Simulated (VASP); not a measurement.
# Ti (Pm-3m) in VASP: further runs, part 2 of 2

VASP 6.6.1.

## 4. Single point, revPBE

This run uses another cell than the first one, of 19.00 Å³/atom, 1.136 times its volume.

Contents of INCAR:

```
SYSTEM = Ti
  PREC = Accurate
  ENCUT = 520
  EDIFF = 1E-6
  ISMEAR = -1
  SIGMA = 0.1
  LREAL = .FALSE.
  LASPH = .TRUE.
  NELM = 100
  ALGO = Normal
  ISIF = 2
  LWAVE = .FALSE.
  LCHARG = .FALSE.
  GGA = RE
  NBANDS = 12
```

Contents of KPOINTS:

```
Automatic mesh
0
G
  13 13 13
  0 0 0
```

Contents of POSCAR:

```
Ti
1.0
    2.6685349030      0.0000000000      0.0000000000
    0.0000000000      2.6685349030      0.0000000000
    0.0000000000      0.0000000000      2.6685349030
Ti
1
Direct
    0.0000000000      0.0000000000      0.0000000000
```

Potentials or basis: VASP PAW PBE potentials, release 64 (Ti_sv).

The run is started by

```sh
$ cat potpaw_PBE.64/Ti_sv/POTCAR > POTCAR
$ mpirun -np 1 vasp_std > vasp.out
```

OUTCAR:

```text
SYSTEM = Ti
   PREC = Accurate
   ENCUT = 520
   EDIFF = 1E-6
   ISMEAR = -1
   LREAL = .FALSE.
   LASPH = .TRUE.
   NELM = 100
   ISIF = 2
   GGA = RE

 ion  position               nearest neighbor table
   1  0.000  0.000  0.000-

  LATTYP: Found a simple cubic cell.
 ALAT       =     2.6685349030

  Lattice vectors:

 A1 = (   2.6685349030,   0.0000000000,   0.0000000000)
 A2 = (   0.0000000000,   2.6685349030,   0.0000000000)
 A3 = (   0.0000000000,   0.0000000000,   2.6685349030)

Analysis of symmetry for initial positions (statically):
=====================================================================
 Subroutine PRICEL returns:
 Original cell was already a primitive cell.

 Routine SETGRP: Setting up the symmetry group for a
 simple cubic supercell.

 Subroutine GETGRP returns: Found 48 space group operations
 (whereof 48 operations were pure point group operations)
 out of a pool of 48 trial point group operations.

The static configuration has the point symmetry O_h .

Analysis of symmetry for dynamics (positions and initial velocities):
=====================================================================
 Subroutine PRICEL returns:
 Original cell was already a primitive cell.

 Routine SETGRP: Setting up the symmetry group for a
 simple cubic supercell.

 Subroutine GETGRP returns: Found 48 space group operations
 (whereof 48 operations were pure point group operations)
 out of a pool of 48 trial point group operations.

The dynamic configuration has the point symmetry O_h .

 Subroutine INISYM returns: Found 48 space group operations
 (whereof 48 operations are pure point group operations),
 and found     1 'primitive' translations

----------------------------------------------------------------------------------------

                                     Primitive cell

  volume of cell :      19.0028

[... 105 lines left out ...]
     AMIX     =   0.40;   BMIX     =  1.00
     AMIX_MAG =   1.60;   BMIX_MAG =  1.00
  volume/ion in A,a.u.               =      19.00       128.24
  Fermi-wavevector in a.u.,A,eV,Ry     =   1.404524  2.654165 26.840028  1.972686
  Thomas-Fermi vector in A             =   2.527077
   LORBIT       =      0    0 simple, 1 ext, 2 COOP (PROOUT), +10 PAW based schemes
   GGA     = RE    functional components
   LHFCALC =     F    Hartree Fock is set to
   AEXX    =    0.0000 exact exchange contribution
   IVDW    =     0    specifies the selected vdW correction
   LEPSILON=     F    determine dielectric tensor
   LRPA    =     F    only Hartree local field effects (RPA)
 non-spin polarized calculation
  energy-cutoff  :      520.00
  volume of cell :       19.00
 maximum number of plane-waves:       523
 NGX is ok and might be reduce to    20
   NGX =  9   NGY =  9   NGZ =  9

 number of electron      11.9999995 magnetization

 Free energy of the ion-electron system (eV)
  ---------------------------------------------------
  ext. energy  EPLUGINS =         0.00000000
  ---------------------------------------------------
  free energy    TOTEN  =        -6.71207375 eV

  energy without entropy =       -6.63690838  energy(sigma->0) =       -6.67449107

 E-fermi :   7.3078     XC(G=0): -10.8981

 val. band max:        7.3067721605   @ k =   0.3846   0.2308   0.1538
 cond. band min:       7.3141777193   @ k =   0.2308   0.1538   0.1538
 fundamental gap:      0.0074055589
 Fermi energy:         7.3078392898

 k-point     1 :       0.0000    0.0000    0.0000
  band No.  band energies     occupation
      1     -49.4042      2.00000
      2     -25.1878      2.00000
      3     -25.1878      2.00000
      4     -25.1878      2.00000
      5       1.6532      2.00000
      6       6.0856      1.99999
      7       6.0856      1.99999
      8      11.0776      0.00000
      9      11.0776      0.00000
     10      11.0776      0.00000
     11      22.6495      0.00000
     12      22.6495      0.00000
[... 331 lines left out ...]
 k-point    24 :       0.3846    0.3077    0.0000
  band No.  band energies     occupation
      1     -49.2380      2.00000
      2     -25.7979      2.00000
      3     -25.6333      2.00000
      4     -25.0834      2.00000
      5       5.2409      2.00000
      6       6.7420      1.99305
      7       8.9900      0.00000
      8       9.7481      0.00000
      9      10.1231      0.00000
     10      10.1795      0.00000
     11      15.1347      0.00000
     12      19.4648      0.00000

 [... further k-points ...]
[... 5 lines left out ...]
  --------------------------------------------------------------------------------------
  -------------------------------------------------------------------------------------
  Total       -0.0281160     -0.0281160     -0.0281160     -0.0000000     -0.0000000      0.0000000
  in kB       -2.3705318     -2.3705318     -2.3705318     -0.0000000     -0.0000000      0.0000000
  external PRESSURE =      -2.3705318 kB  Pullay stress =       0.0000000 kB

 VOLUME and BASIS-vectors are now :
 -----------------------------------------------------------------------------
  energy-cutoff  :      520.00
  volume of cell :       19.00
      direct lattice vectors                 reciprocal lattice vectors
     2.668534903  0.000000000  0.000000000     0.374737463  0.000000000  0.000000000
     0.000000000  2.668534903  0.000000000     0.000000000  0.374737463  0.000000000
     0.000000000  0.000000000  2.668534903     0.000000000  0.000000000  0.374737463

 POSITION                                       TOTAL-FORCE (eV/Angst)
 -----------------------------------------------------------------------------------
      0.00000      0.00000      0.00000         0.000000      0.000000      0.000000
 -----------------------------------------------------------------------------------
    total drift:                                0.000000      0.000000      0.000000

  FREE ENERGIE OF THE ION-ELECTRON SYSTEM (eV)
  ---------------------------------------------------
  free  energy   TOTEN  =        -6.7120737546 eV

  energy  without entropy=       -6.6369083766  energy(sigma->0) =       -6.67449107
```

OSZICAR:

```text
N       E                     dE             d eps       ncg     rms          rms(c)
DAV:   1     0.905872416966E+02    0.90587E+02   -0.65679E+03  2020   0.119E+03
DAV:   2    -0.263938880653E+01   -0.93227E+02   -0.90625E+02  2072   0.298E+02
DAV:   3    -0.727292951969E+01   -0.46335E+01   -0.45133E+01  2752   0.679E+01
DAV:   4    -0.738579731279E+01   -0.11287E+00   -0.11244E+00  2352   0.925E+00
DAV:   5    -0.738851797195E+01   -0.27207E-02   -0.27204E-02  2460   0.127E+00    0.710E+00
DAV:   6    -0.668947858220E+01    0.69904E+00   -0.18242E+00  2148   0.179E+01    0.200E+00
DAV:   7    -0.669771616173E+01   -0.82376E-02   -0.52813E-02  2444   0.227E+00    0.120E+00
DAV:   8    -0.671180890823E+01   -0.14093E-01   -0.33360E-02  2208   0.192E+00    0.856E-02
DAV:   9    -0.671210275730E+01   -0.29385E-03   -0.25117E-03  2564   0.438E-01    0.799E-02
DAV:  10    -0.671210413909E+01   -0.13818E-05   -0.16271E-04  2188   0.130E-01    0.236E-02
DAV:  11    -0.671207230776E+01    0.31831E-04   -0.19433E-05  2412   0.632E-02    0.816E-03
DAV:  12    -0.671207363841E+01   -0.13306E-05   -0.22728E-06  2284   0.158E-02    0.184E-03
DAV:  13    -0.671207375459E+01   -0.11617E-06   -0.66144E-08  1096   0.362E-03
   1 F= -.67120738E+01 E0= -.66744911E+01  d E =-.751654E-01
```

Wall time 10 s (1 thread of Intel Xeon Platinum 8375C at 2.90GHz (Ice Lake), shared host); peak memory 0.13 GiB.

What came out:

```yaml
Free_energy: -6.7121 eV
Pressure: -0.2 GPa
Band_gap_on_the_k_mesh: zero (band 6 reaches 7.93 eV, above the bottom of band 7 at 6.09 eV)
```

Levels at points of the mesh, in eV from the Fermi level:
```csv
k point,band 3,band 4,band 5,band 6,band 7,band 8,band 9,band 10
"(0.00, 0.00, 0.00)",-32.50,-32.50,-5.65,-1.22,-1.22,3.77,3.77,3.77
```

Caveat: the PAW data sets were made with another functional, which shifts forces and pressure a little.

## 5. Single point, revPBE (volume scaled by 1.04)

Contents of INCAR:

```
ALGO = Normal
EDIFF = 1E-7
ENCUT = 520
GGA = RE
ISIF = 2
ISMEAR = -1
LASPH = True
LCHARG = False
LREAL = False
LWAVE = False
NBANDS = 12
NELM = 60
PREC = Accurate
SIGMA = 0.1
```

Contents of KPOINTS:

```
k-points
0
Gamma
  13 13 13
```

Contents of POSCAR:

```
Ti
1.0
    2.7036512314      0.0000000000      0.0000000000
    0.0000000000      2.7036512314      0.0000000000
    0.0000000000      0.0000000000      2.7036512314
Ti
1
Direct
    0.0000000000      0.0000000000      0.0000000000
```

The run is started by

```sh
$ cat potpaw_PBE.64/Ti_sv/POTCAR > POTCAR
$ mpirun -np 1 vasp_std > vasp.out
```

Wall time 11 s (1 thread of Intel Xeon Platinum 8375C at 2.90GHz (Ice Lake), shared host); peak memory 0.13 GiB.

Results (log left out):

* Free energy: -6.7046 eV
* Pressure: -2.9 GPa
* Band gap on the k mesh: zero (band 6 reaches 7.51 eV, above the bottom of band 7 at 5.78 eV)

Levels at points of the mesh, in eV from the Fermi level:
```csv
k point,band 2,band 3,band 4,band 5,band 6,band 7,band 8,band 9,band 10,band 11
"(0.00, 0.00, 0.00)",-32.59,-32.59,-32.59,-5.56,-1.15,-1.15,3.61,3.61,3.61,14.93
```

Caveat: the cell differs from its parent crystal (volume scaled by 1.04); the PAW data sets were made with another functional, which shifts forces and pressure a little.

## 6. Single point, revPBE (volume scaled by 1.08)

Contents of INCAR:

```
  PREC = Accurate
  ENCUT = 520
  EDIFF = 1E-6
  ISMEAR = -1
  SIGMA = 0.1
  LREAL = F
  LASPH = T
  NELM = 80
  ALGO = Normal
  ISIF = 2
  LWAVE = F
  LCHARG = F
  GGA = RE
  NBANDS = 12
```

Contents of KPOINTS:

```
Automatic mesh
0
Gamma
  13 13 13
```

Contents of POSCAR:

```
Ti
1.0
    2.7378782982      0.0000000000      0.0000000000
    0.0000000000      2.7378782982      0.0000000000
    0.0000000000      0.0000000000      2.7378782982
Ti
1
Direct
    0.0000000000      0.0000000000      0.0000000000
```

Potentials or basis: VASP PAW PBE potentials, release 64 (Ti_sv).

The run is started by

```sh
$ cat potpaw_PBE.64/Ti_sv/POTCAR > POTCAR
$ mpirun -np 1 vasp_std > vasp.out
```

Wall time 11 s (1 thread of Intel Xeon Platinum 8375C at 2.90GHz (Ice Lake), shared host); peak memory 0.13 GiB.

The run converged. Its results:

```yaml
Free_energy: -6.6855 eV
Pressure: -5.2 GPa
Band_gap_on_the_k_mesh: zero (band 6 reaches 7.11 eV, above the bottom of band 7 at 5.49 eV)
```

Levels at points of the mesh, in eV from the Fermi level:
| k point | band 3 | band 4 | band 5 | band 6 | band 7 | band 8 | band 9 | band 10 |
| --- | --- | --- | --- | --- | --- | --- | --- | --- |
| (0.00, 0.00, 0.00) | -32.68 | -32.68 | -5.47 | -1.09 | -1.09 | 3.45 | 3.45 | 3.45 |

Caveat: the cell differs from its parent crystal (volume scaled by 1.08); the PAW data sets were made with another functional, which shifts forces and pressure a little.

## 7. Overview

| cell | gap on the mesh (eV) | pressure (GPa) |
| --- | --- | --- |
| a = 2.557 Å, 1 atom | none | 11.5 |
| a = 2.632 Å, 1 atom | none | 3.0 |
| a = 2.669 Å, 1 atom | none | -0.2 |
| a = 2.704 Å, 1 atom | none | -2.9 |
| a = 2.738 Å, 1 atom | none | -5.2 |

Alike in all rows: task single point; level revPBE; potentials or basis VASP PAW PBE potentials, release 64 (Ti_sv); no spin polarisation; k mesh 13 × 13 × 13; cutoff (eV) 520; smearing fermi-dirac 0.1 eV.

Caveats: the PAW data sets were made with another functional, which shifts forces and pressure a little.

Absolute energies hang on the potentials; compare differences alone.
